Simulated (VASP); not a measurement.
Here is a VASP 6.6.1 calculation.

The input INCAR:

```
SYSTEM = SnSe
ALGO     = Normal         ! electronic algorithm
EDIFF    = 1E-6           ! SCF threshold, eV
ENCUT    = 520            ! plane-wave cutoff, eV
GGA      = PE             ! functional
ISIF     = 2              ! what is computed and relaxed
ISMEAR   = -1             ! smearing method
LASPH    = .TRUE.         ! aspherical terms in the spheres
LCHARG   = .TRUE.         ! write CHGCAR
LELF     = .TRUE.         ! ELF
LREAL    = .FALSE.        ! projectors in reciprocal space
LVHAR    = .TRUE.       
LWAVE    = .FALSE.        ! write WAVECAR
NBANDS   = 28             ! bands
NELM     = 100            ! most SCF steps
PREC     = Accurate       ! precision mode
SIGMA    = 0.1            ! smearing width, eV
```

File KPOINTS:

```
k-points
0
G
  10 10 5
  0 0 0
```

POSCAR

```
SnSe
1.0
    2.8494065493      0.0000000000      0.0000000000
   -1.4247032747      2.4676584574      0.0000000000
    0.0000000000      0.0000000000     10.0077029851
Sn Se
2 2
Direct
    0.3333333333      0.6666666667      0.0598083070
    0.6666666667      0.3333333333      0.5598083070
    0.3333333333      0.6666666667      0.3161916930
    0.6666666667      0.3333333333      0.8161916930
```

Potentials or basis: VASP PAW PBE potentials, release 64 (Sn_d, Se).

The run is started by

```bash
$ cat potpaw_PBE.64/Sn_d/POTCAR potpaw_PBE.64/Se/POTCAR > POTCAR
$ mpirun -np 1 vasp_std > vasp.out
```

Predict the largest force.

0.007 eV/Å.

Estimate the band gap on the k mesh.

zero (band 20 reaches 14.36 eV, above the bottom of band 21 at 8.63 eV).

Forces on the atoms (eV/Å):
```
Sn   0.000  0.000 -0.007
Sn   0.000  0.000 -0.007
Se   0.000  0.000  0.007
Se   0.000  0.000  0.007
```

Caveat: spin-orbit coupling is left out, which moves the levels of the heavy elements.
